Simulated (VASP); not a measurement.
Ir:

```
Ir
1.0
     0.00000    1.92696    1.92696
     1.92696    0.00000    1.92696
     1.92696    1.92696    0.00000
Ir
1
Direct
  0.00000 0.00000 0.00000
```

- Program: VASP 6.6.1
- Task: relaxation of cell and atoms
- Functional: PBEsol
- Potentials or basis: VASP PAW PBE potentials, release 64 (Ir)
- Cutoff: 600 eV
- k mesh: 8 × 8 × 8
- Occupations: gaussian, width 0.1 eV
- Spin: no spin polarisation

At the start: pressure -4.5 GPa; volume 14.31 Å³/atom.

Problem. How do energy, volume and symmetry change on relaxing?

Solution. Over 3 steps the energy falls by 2.4 meV/atom and the volume is 14.14 Å³/atom (-1.2 %); space group Fm-3m (No. 225, to 0.05 Å).

Step by step:
```tsv
step	energy change (eV)	largest force (eV/Å)	pressure (GPa)	volume (Å³)
1	0.0000	0.0000	-4.48	14.31
2	0.0361	0.0000	20.17	13.50
3	-0.0024	0.0000	-0.09	14.14
```

Final structure:
```
Ir
1.0
     0.00000    1.91943    1.91943
     1.91943    0.00000    1.91943
     1.91943    1.91943    0.00000
Ir
1
Cartesian
  0.0000 0.0000 0.0000
```

Caveat: the PAW data sets were made with another functional, which shifts forces and pressure a little.
